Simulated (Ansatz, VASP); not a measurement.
## Two plane-wave programs on KBr

File INCAR:

```
SYSTEM = KBr
ALGO = Normal
EDIFF = 1E-6
ENCUT = 520
GGA = PE
ISIF = 2
ISMEAR = 0
LASPH = .True.
LCHARG = .True.
LELF = .True.
LREAL = .False.
LVHAR = .True.
LWAVE = .False.
NBANDS = 15
NELM = 80
PREC = Accurate
SIGMA = 0.02
```

Contents of KPOINTS:

```
k-points
0
Gamma
  6 6 6
  0 0 0
```

The input POSCAR:

```
KBr
1.0
    0.0000000000      3.2841095468      3.2841095468
    3.2841095468      0.0000000000      3.2841095468
    3.2841095468      3.2841095468      0.0000000000
K Br
1 1
Direct
    0.5000000000      0.5000000000      0.5000000000
    0.0000000000      0.0000000000      0.0000000000
```

Input for Ansatz:

```yaml
crystal:
  lattice:
    - [0.0, 3.2841095468, 3.2841095468]
    - [3.2841095468, 0.0, 3.2841095468]
    - [3.2841095468, 3.2841095468, 0.0]
  atoms:
    - { symbol: K, position: [0.5, 0.5, 0.5] }
    - { symbol: Br, position: [0.0, 0.0, 0.0] }
basis:
  ecutwfc: 420
kpoints:
  mp_grid: { grid: [6, 6, 6] }
hamiltonian:
  xc: pbe
scf:
  occupations: { method: gaussian, width: 0.02 }
output:
  forces: true
  stress: true
  eigenvalues: true
```

Alike in both runs: task single point; functional PBE; k mesh 6 × 6 × 6; occupations gaussian, width 0.02 eV; no spin polarisation.

|  | VASP | Ansatz |
| --- | --- | --- |
| version | VASP 6.6.1 | Ansatz 0.2.0 |
| potentials or method | VASP PAW PBE potentials, release 64 (K_sv, Br), cutoff 520 eV | scalar-relativistic, plane waves, PAW |
| valence electrons in the cell | 16 | 16 |

|  | VASP | Ansatz | Ansatz less VASP |
| --- | --- | --- | --- |
| gap on the k mesh at the Fermi level (eV) | 4.47 | 4.47 | +0.002 |
| least direct gap on the mesh (eV) | 4.47 | 4.47 | +0.002 |
| pressure (GPa) | 1.0 | 1.0 | -0.04 |
